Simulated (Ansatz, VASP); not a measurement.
# One calculation of Hf2Cl, two programs

```xyz
6
Lattice="6.0771 0.0000 0.0000 0.0000 6.0771 0.0000 0.0000 0.0000 3.3284" Properties=species:S:1:pos:R:3 pbc="T T T"
Hf    1.6997    1.6997    0.0000
Hf    1.3388    4.7382    1.6642
Hf    4.3774    4.3774    0.0000
Hf    4.7382    1.3388    1.6642
Cl    0.0000    0.0000    0.0000
Cl    3.0385    3.0385    1.6642
```

Alike in both runs: functional PBE; k mesh 4 × 4 × 6; occupations gaussian, width 0.1 eV; no spin polarisation.

Ansatz relaxed the structure, and its values are those at the end. VASP's run is a single point on that final structure, the one shown.

```csv
,VASP,Ansatz
version,VASP 6.6.1,Ansatz 0.2.0
potentials or method,"VASP PAW PBE potentials, release 64 (Hf_pv, Cl), cutoff 520 eV","scalar-relativistic, plane waves, PAW"
valence electrons in the cell,54,118
```

|  | VASP | Ansatz | Ansatz less VASP |
| --- | --- | --- | --- |
| gap on the k mesh at the Fermi level (eV) | none | none | - |
| pressure (GPa) | -0.3 | 0.2 | +0.51 |

A gap of «none» marks a metal or a gap that the smearing closes. VASP's potentials hold 54 valence electrons a cell and Ansatz's 118, so a difference there can come from the potentials and not from the codes.

Spin-orbit coupling is off throughout.
